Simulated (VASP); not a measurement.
A run of VASP 6.6.1 is set up as follows.

File INCAR:

```
PREC = Accurate
ENCUT = 820
EDIFF = 1E-6
ISMEAR = 0
SIGMA = 0.15
LREAL = False
LASPH = True
NELM = 120
ALGO = Normal
ISIF = 2
LWAVE = False
LCHARG = False
GGA = CA
NBANDS = 16
GGA_COMPAT = False
```

The input KPOINTS:

```
regular mesh
0
Gamma
  22 22 22
```

The input POSCAR:

```
Cu
1.0
   -1.4631000000      1.4631000000      1.3075500000
    1.4631000000     -1.4631000000      1.3075500000
    1.4631000000      1.4631000000     -1.3075500000
Cu
1
Direct
    0.0000000000      0.0000000000      0.0000000000
```

Potentials or basis: VASP PAW LDA potentials, release 64 (Cu_sv_GW).

Run with:

```console
$ cat potpaw_LDA.64/Cu_sv_GW/POTCAR > POTCAR
$ mpirun -np 1 vasp_std > vasp.out
```

Question: What does it give for the pressure?

Answer: -4.6 GPa.

Question: What does it give for the band gap on the k mesh?

Answer: Zero (an odd number of electrons rules out a gap without spin polarisation).

Stress tensor (GPa, compression positive):
```
-4.95  0.00  0.00
 0.00 -4.95  0.00
 0.00  0.00 -3.82
```

Caveat: the cell stands under tension.
